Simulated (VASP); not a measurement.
Write the native input for VASP 6.6.1 that does the following.

* Task: single point
* Functional: PBE
* Potentials or basis: VASP PAW PBE potentials, release 64 (Tc_pv, Li_sv)
* Cutoff: 650 eV
* k mesh: 4 × 3 × 4
* Occupations: gaussian, width 0.05 eV
* Spin: no spin polarisation
* Dipole correction: no
* Further INCAR settings: ALGO = Normal; EDIFF = 1e-06; NBANDS = 92

The structure of LiTc12 (a cell with a defect) lies in POSCAR:

```
LiTc12
1.0
    5.4800000000      0.0000000000      0.0000000000
   -4.1100000000      7.1187290000      0.0000000000
    0.0000000000      0.0000000000      4.3949600000
Tc Li
12 1
Direct
   -0.0255324082     -0.0099604859      0.0338895007
    0.1554850812      0.2311942202      0.4650172015
    0.0008151681      0.3340941901     -0.0104205727
    0.1722958001      0.5593827213      0.4890105940
    0.0064297297      0.6699157954     -0.0004077398
    0.1498107568      0.8680532719      0.4792118700
    0.5115300277     -0.0078626395      0.0368865701
    0.6924794591      0.2331541206      0.4684641043
    0.5177162307      0.3553347796      0.0229965688
    0.6605378361      0.5534166282      0.5026571345
    0.4945063041      0.6639120551      0.0132465369
    0.6664226465      0.8892136504      0.5126308317
    0.3332667232      0.1117021030      0.7511201467
```

The input as run:

INCAR

```
SYSTEM = LiTc12
ALGO     = Normal         ! electronic algorithm
EDIFF    = 1E-6           ! SCF threshold, eV
ENCUT    = 650            ! plane-wave cutoff, eV
GGA      = PE             ! functional
GGA_COMPAT= .False.      
ISIF     = 2              ! what is computed and relaxed
ISMEAR   = 0              ! smearing method
LASPH    = .True.         ! aspherical terms in the spheres
LCHARG   = .False.        ! write CHGCAR
LREAL    = .False.        ! projectors in reciprocal space
LWAVE    = .False.        ! write WAVECAR
NBANDS   = 92             ! bands
NELM     = 120            ! most SCF steps
PREC     = Accurate       ! precision mode
SIGMA    = 0.05           ! smearing width, eV
```

KPOINTS

```
k-points
0
Gamma
  4 3 4
  0 0 0
```

Potentials or basis: VASP PAW PBE potentials, release 64 (Tc_pv, Li_sv).

The run is started by

```console
$ cat potpaw_PBE.64/Tc_pv/POTCAR potpaw_PBE.64/Li_sv/POTCAR > POTCAR
$ mpirun -np 1 vasp_std > vasp.out
```

Results of the run:

The pressure is 20.4 GPa, the largest force is 0.057 eV/Å and the band gap on the k mesh is zero (an odd number of electrons rules out a gap without spin polarisation).

It took 14 min on 1 thread of Intel(R) Xeon(R) Platinum 8559C (Emerald Rapids), with other jobs on the host, peak memory 0.56 GiB.
